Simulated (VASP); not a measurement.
# InRuC4N4 (P-43m) in VASP: single point with PBE

Aim: the single point of InRuC4N4 with PBE.

Program: VASP 6.6.1. These are calculated values, not measurements. Logs are shortened: lines on timing, memory, paths and dates and some standing lists are left out, and cuts for length are marked.

## Step 1: The cell of the first run

Symmetry: P-43m, No. 215, cubic system. Conventional cell: a = 6.199 Å, b = 6.199 Å, c = 6.199 Å, α = 90.00°, β = 90.00°, γ = 90.00°. Within 2.9 Å of In (site symmetry -43m) lie 4 C at 2.16 Å. Ru (site symmetry -43m) has 4 N at 2.04 Å within 2.7 Å. C (site symmetry 3m) has 1 N at 1.17 Å within 1.6 Å. Within 1.6 Å of N (site symmetry 3m) lie 1 C at 1.17 Å.

## Step 2: Single point, PBE, collinear spin, ferromagnetic start

INCAR

```
SYSTEM = InRuC4N4
PREC = Accurate ; ENCUT = 520
EDIFF = 1E-6 ; ISMEAR = 0
SIGMA = 0.1 ; LREAL = .FALSE.
LASPH = .TRUE. ; NELM = 150
ALGO = Normal ; ISIF = 2
LWAVE = .FALSE. ; LCHARG = .FALSE.
ISPIN = 2 ; MAGMOM = 0 1 0 0 0 0 0 0 0 0
LORBIT = 11 ; LMAXMIX = 4
GGA = PE ; NBANDS = 46
```

KPOINTS

```
regular mesh
0
G
  4 4 4
  0 0 0
```

POSCAR

```
InRuC4N4
1.0
    6.1991231403      0.0000000000      0.0000000000
    0.0000000000      6.1991231403      0.0000000000
    0.0000000000      0.0000000000      6.1991231403
In Ru C N
1 1 4 4
Direct
    0.0000000000      0.0000000000      0.0000000000
    0.5000000000      0.5000000000      0.5000000000
    0.2010798257      0.2010798257      0.2010798257
    0.2010798257      0.7989201743      0.7989201743
    0.7989201743      0.2010798257      0.7989201743
    0.7989201743      0.7989201743      0.2010798257
    0.3101276898      0.3101276898      0.3101276898
    0.3101276898      0.6898723102      0.6898723102
    0.6898723102      0.3101276898      0.6898723102
    0.6898723102      0.6898723102      0.3101276898
```

Potentials or basis: VASP PAW PBE potentials, release 64 (In_d, Ru_pv, C, N).

Run with:

```sh
> cat potpaw_PBE.64/In_d/POTCAR potpaw_PBE.64/Ru_pv/POTCAR potpaw_PBE.64/C/POTCAR potpaw_PBE.64/N/POTCAR > POTCAR
> mpirun -np 1 vasp_std > vasp.out
```

OUTCAR:

```text
SYSTEM = InRuC4N4
   PREC = Accurate
   ENCUT = 520
   EDIFF = 1E-6
   ISMEAR = 0
   LREAL = .FALSE.
   LASPH = .TRUE.
   NELM = 150
   ISIF = 2
   ISPIN = 2
   LORBIT = 11
   GGA = PE

 ion  position               nearest neighbor table
   1  0.000  0.000  0.000-   3 2.16   4 2.16   5 2.16   6 2.16
   2  0.500  0.500  0.500-   7 2.04   8 2.04   9 2.04  10 2.04
   3  0.201  0.201  0.201-   7 1.17   1 2.16
   4  0.201  0.799  0.799-   8 1.17   1 2.16
   5  0.799  0.201  0.799-   9 1.17   1 2.16
   6  0.799  0.799  0.201-  10 1.17   1 2.16
   7  0.310  0.310  0.310-   3 1.17   2 2.04
   8  0.310  0.690  0.690-   4 1.17   2 2.04
   9  0.690  0.310  0.690-   5 1.17   2 2.04
  10  0.690  0.690  0.310-   6 1.17   2 2.04

  LATTYP: Found a simple cubic cell.
 ALAT       =     6.1991231403

  Lattice vectors:

 A1 = (   6.1991231403,   0.0000000000,   0.0000000000)
 A2 = (   0.0000000000,   6.1991231403,   0.0000000000)
 A3 = (   0.0000000000,   0.0000000000,   6.1991231403)

Analysis of symmetry for initial positions (statically):
=====================================================================
 Subroutine PRICEL returns:
 Original cell was already a primitive cell.

 Routine SETGRP: Setting up the symmetry group for a
 simple cubic supercell.

 Subroutine GETGRP returns: Found 24 space group operations
 (whereof 24 operations were pure point group operations)
 out of a pool of 48 trial point group operations.

The static configuration has the point symmetry T_d .

Analysis of symmetry for dynamics (positions and initial velocities):
=====================================================================
 Subroutine PRICEL returns:
 Original cell was already a primitive cell.

 Routine SETGRP: Setting up the symmetry group for a
 simple cubic supercell.

 Subroutine GETGRP returns: Found 24 space group operations
 (whereof 24 operations were pure point group operations)
 out of a pool of 48 trial point group operations.

The dynamic configuration has the point symmetry T_d .

Analysis of structural, dynamic, and magnetic symmetry:
=====================================================================
 Subroutine PRICEL returns:
 Original cell was already a primitive cell.

 Routine SETGRP: Setting up the symmetry group for a
 simple cubic supercell.

 Subroutine GETGRP returns: Found 24 space group operations
 (whereof 24 operations were pure point group operations)
 out of a pool of 48 trial point group operations.

The overall configuration has the point symmetry T_d .

 Subroutine INISYM returns: Found 24 space group operations
 (whereof 24 operations are pure point group operations),
 and found     1 'primitive' translations

----------------------------------------------------------------------------------------

                                     Primitive cell

  volume of cell :     238.2269

  direct lattice vectors                    reciprocal lattice vectors
     6.199123140  0.000000000  0.000000000     0.161313137  0.000000000  0.000000000
     0.000000000  6.199123140  0.000000000     0.000000000  0.161313137  0.000000000
     0.000000000  0.000000000  6.199123140     0.000000000  0.000000000  0.161313137

  length of vectors
     6.199123140  6.199123140  6.199123140     0.161313137  0.161313137  0.161313137

  position of ions in fractional coordinates (direct lattice)
     0.000000000  0.000000000  0.000000000
     0.500000000  0.500000000  0.500000000
     0.201079826  0.201079826  0.201079826
     0.201079826  0.798920174  0.798920174
     0.798920174  0.201079826  0.798920174
     0.798920174  0.798920174  0.201079826
     0.310127690  0.310127690  0.310127690
     0.310127690  0.689872310  0.689872310
     0.689872310  0.310127690  0.689872310
     0.689872310  0.689872310  0.310127690

  ion indices of the primitive-cell ions
   primitive index   ion index
                 1           1
                 2           2
                 3           3
                 4           4
                 5           5
                 6           6
                 7           7
                 8           8
                 9           9
                10          10

[... 46 lines left out ...]
 SYSTEM =  InRuC4N4
   PREC   = accura    normal or accurate (medium, high low for compatibility)
   ISTART =      0    job   : 0-new  1-cont  2-samecut
   ICHARG =      2    charge: 1-file 2-atom 10-const
   ISPIN  =      2    spin polarized calculation?
   LNONCOLLINEAR =      F non collinear calculations
   LSORBIT =      F    spin-orbit coupling
   LASPH  =      T    aspherical Exc in radial PAW
   ENCUT  =  520.0 eV  38.22 Ry    6.18 a.u.  11.53 11.53 11.53*2*pi/ulx,y,z
   NELM   =    150;   NELMIN=  2; NELMDL= -5     # of ELM steps
   EDIFF  = 0.1E-05   stopping-criterion for ELM
   LREAL  =      F    real-space projection
   EDIFFG = 0.1E-04   stopping-criterion for IOM
   NSW    =      0    number of steps for IOM
   IBRION =     -1    ionic relax: 0-MD 1-quasi-New 2-CG
   NFREE  =      0    steps in history (QN), initial steepest desc. (CG)
   ISIF   =      2    stress and relaxation
   ISYM   =      2    0-nonsym 1-usesym 2-fastsym
   POTIM  = 0.5000    time-step for ionic-motion
   TEBEG  =    0.0;   TEEND  =   0.0 temperature during run
   PSTRESS=    0.0 pullay stress
   NELECT =      63.0000    total number of electrons
   NUPDOWN=      -1.0000    fix difference up-down
   EMIN   =  10.00;   EMAX   =-10.00  energy-range for DOS
   EFERMI =   0.00;   METHOD = LEGACY
   ISMEAR =     0;   SIGMA  =   0.10  broadening in eV -4-tet -1-fermi 0-gaus
   EFERMI_NEDOS =   21; number of points for ismear=-14 and -15
   IALGO  =     38    algorithm
   IMIX   =      4    mixing-type and parameters
     AMIX     =   0.40;   BMIX     =  1.00
     AMIX_MAG =   1.60;   BMIX_MAG =  1.00
  volume/ion in A,a.u.               =      23.82       160.76
  Fermi-wavevector in a.u.,A,eV,Ry     =   1.050811  1.985745 15.023614  1.104204
  Thomas-Fermi vector in A             =   2.185829
   LORBIT       =     11    0 simple, 1 ext, 2 COOP (PROOUT), +10 PAW based schemes
   GGA     = PE    functional components
   LHFCALC =     F    Hartree Fock is set to
   AEXX    =    0.0000 exact exchange contribution
   IVDW    =     0    specifies the selected vdW correction
   LEPSILON=     F    determine dielectric tensor
   LRPA    =     F    only Hartree local field effects (RPA)
 spin polarized calculation
 Gauss-broadening in eV      SIGMA  =   0.10
  energy-cutoff  :      520.00
  volume of cell :      238.23
 maximum number of plane-waves:      6488
 NGX is ok and might be reduce to    48
   NGX = 23   NGY = 23   NGZ = 23

 number of electron      62.9999993 magnetization       2.9997249

 Free energy of the ion-electron system (eV)
  ---------------------------------------------------
  ext. energy  EPLUGINS =         0.00000000
  ---------------------------------------------------
  free energy    TOTEN  =       -75.40250894 eV

  energy without entropy =      -75.40250894  energy(sigma->0) =      -75.40250894

 E-fermi :   0.5816     XC(G=0):  -6.8778

 val. band max:        0.0854177899   @ k =   0.5000   0.5000   0.0000
 cond. band min:       1.0273357974   @ k =   0.0000   0.0000   0.0000
 fundamental gap:      0.9419180075
 Fermi energy:         0.5816480004

 spin component 1

 k-point     1 :       0.0000    0.0000    0.0000
  band No.  band energies     occupation
      1     -42.8195      1.00000
      2     -42.8195      1.00000
      3     -42.8195      1.00000
      4     -18.3735      1.00000
      5     -18.2951      1.00000
      6     -18.2951      1.00000
[... 449 lines left out ...]
     42       4.1457      0.00000
     43       6.1912      0.00000
 Fermi energy:         0.5816480004

 spin component 2

 k-point     1 :       0.0000    0.0000    0.0000
  band No.  band energies     occupation
      1     -41.2016      1.00000
      2     -41.2015      1.00000
      3     -41.2014      1.00000
      4     -18.3003      1.00000
      5     -18.2222      1.00000
      6     -18.2222      1.00000
[... 449 lines left out ...]
     42       4.2967      0.00000
     43       6.3553      0.00000
 [bands above 43 left out]

------------------------ aborting loop because EDIFF is reached ----------------------------------------

  FORCE on cell =-STRESS in cart. coord.  units (eV):
  Direction    XX          YY          ZZ          XY          YZ          ZX
  --------------------------------------------------------------------------------------
  -------------------------------------------------------------------------------------
  Total        0.4430448      0.4430448      0.4430448      0.0000000      0.0000000      0.0000000
  in kB        2.9796647      2.9796647      2.9796647      0.0000000      0.0000000      0.0000000
  external PRESSURE =       2.9796647 kB  Pullay stress =       0.0000000 kB

 VOLUME and BASIS-vectors are now :
 -----------------------------------------------------------------------------
  energy-cutoff  :      520.00
  volume of cell :      238.23
      direct lattice vectors                 reciprocal lattice vectors
     6.199123140  0.000000000  0.000000000     0.161313137  0.000000000  0.000000000
     0.000000000  6.199123140  0.000000000     0.000000000  0.161313137  0.000000000
     0.000000000  0.000000000  6.199123140     0.000000000  0.000000000  0.161313137

 POSITION                                       TOTAL-FORCE (eV/Angst)
 -----------------------------------------------------------------------------------
      0.00000      0.00000      0.00000         0.000000     -0.000000     -0.000000
      3.09956      3.09956      3.09956         0.000000     -0.000000     -0.000000
      1.24652      1.24652      1.24652        -0.211874     -0.211874     -0.211874
      1.24652      4.95260      4.95260        -0.211874      0.211874      0.211874
      4.95260      1.24652      4.95260         0.211874     -0.211874      0.211874
      4.95260      4.95260      1.24652         0.211874      0.211874     -0.211874
      1.92252      1.92252      1.92252         0.220915      0.220915      0.220915
      1.92252      4.27660      4.27660         0.220915     -0.220915     -0.220915
      4.27660      1.92252      4.27660        -0.220915      0.220915     -0.220915
      4.27660      4.27660      1.92252        -0.220915     -0.220915      0.220915
 -----------------------------------------------------------------------------------
    total drift:                                0.000000      0.000000      0.000000

  FREE ENERGIE OF THE ION-ELECTRON SYSTEM (eV)
  ---------------------------------------------------
  free  energy   TOTEN  =       -75.4025089384 eV

  energy  without entropy=      -75.4025089384  energy(sigma->0) =      -75.40250894

 total charge

# of ion       s       p       d       tot
------------------------------------------
    1        0.717   0.850   9.961  11.527
    2        0.263   6.255   5.913  12.431
    3        0.935   1.666   0.000   2.601
    4        0.935   1.666   0.000   2.601
    5        0.935   1.666   0.000   2.601
    6        0.935   1.666   0.000   2.601
    7        1.302   2.558   0.000   3.860
    8        1.302   2.558   0.000   3.860
    9        1.302   2.558   0.000   3.860
   10        1.302   2.558   0.000   3.860
--------------------------------------------------
tot          9.932  24.000  15.874  49.805

 magnetization (x)

# of ion       s       p       d       tot
------------------------------------------
    1        0.002   0.001   0.005   0.009
    2        0.009   0.090   1.938   2.037
    3        0.009   0.059   0.000   0.068
    4        0.009   0.059   0.000   0.068
    5        0.009   0.059   0.000   0.068
    6        0.009   0.059   0.000   0.068
    7        0.010  -0.000   0.000   0.009
    8        0.010  -0.000   0.000   0.009
    9        0.010  -0.000   0.000   0.009
   10        0.010  -0.000   0.000   0.009
--------------------------------------------------
tot          0.087   0.324   1.943   2.354
```

Wall time 5.3 min (1 thread of Intel Xeon Platinum 8259CL at 2.50GHz (Skylake/Cascade Lake), shared host); peak memory 0.51 GiB.

What came out:

| Property | Result |
| --- | --- |
| Free energy | -75.4025 eV |
| Pressure | 0.3 GPa |
| Largest force | 0.383 eV/Å |
| Band gap on the k mesh | 0.94 eV (least direct gap 1.20 eV) |
| Net moment | 3.00 μB per cell |
| Site moments | In +0.01; Ru +2.04; C +0.07; N +0.01 μB |
| Valence electrons inside the program's atomic spheres | In 11.53; Ru 12.43; C 2.60; N 3.86 |

Forces on the atoms (eV/Å):
```
In   0.000  0.000  0.000
Ru   0.000  0.000  0.000
C   -0.212 -0.212 -0.212
C   -0.212  0.212  0.212
C    0.212 -0.212  0.212
C    0.212  0.212 -0.212
N    0.221  0.221  0.221
N    0.221 -0.221 -0.221
N   -0.221  0.221 -0.221
N   -0.221 -0.221  0.221
```

Levels at points of the mesh, in eV from the valence-band top:
Spin up:
| k point | band 31 | band 32 | band 33 | band 34 | band 35 | band 36 |
| --- | --- | --- | --- | --- | --- | --- |
| (0.00, 0.00, 0.00) | -0.35 | -0.35 | -0.35 | 3.02 | 3.02 | 3.02 |
| (0.50, 0.00, 0.00) | -0.18 | -0.05 | -0.05 | 2.60 | 2.60 | 3.05 |
| (0.50, 0.50, 0.00) | -0.19 | 0.00 | 0.00 | 2.63 | 2.63 | 3.03 |
| (0.50, 0.50, 0.50) | -0.20 | -0.20 | -0.20 | 3.03 | 3.03 | 3.03 |
Spin down:
```
           k point  band 27  band 28  band 29  band 30  band 31  band 32  band 33  band 34
(0.00, 0.00, 0.00)    -4.23    -4.23    -0.26    -0.26     0.94     0.94     0.94     3.43
(0.50, 0.00, 0.00)    -4.18    -4.18    -0.29    -0.13     1.30     1.40     1.40     2.85
(0.50, 0.50, 0.00)    -4.20    -4.20    -0.27    -0.14     1.28     1.54     1.54     2.74
(0.50, 0.50, 0.50)    -4.19    -4.19    -0.21    -0.21     1.21     1.21     1.21     3.45
```

Caveat: spin-orbit coupling is left out, which moves the levels of the heavy elements.
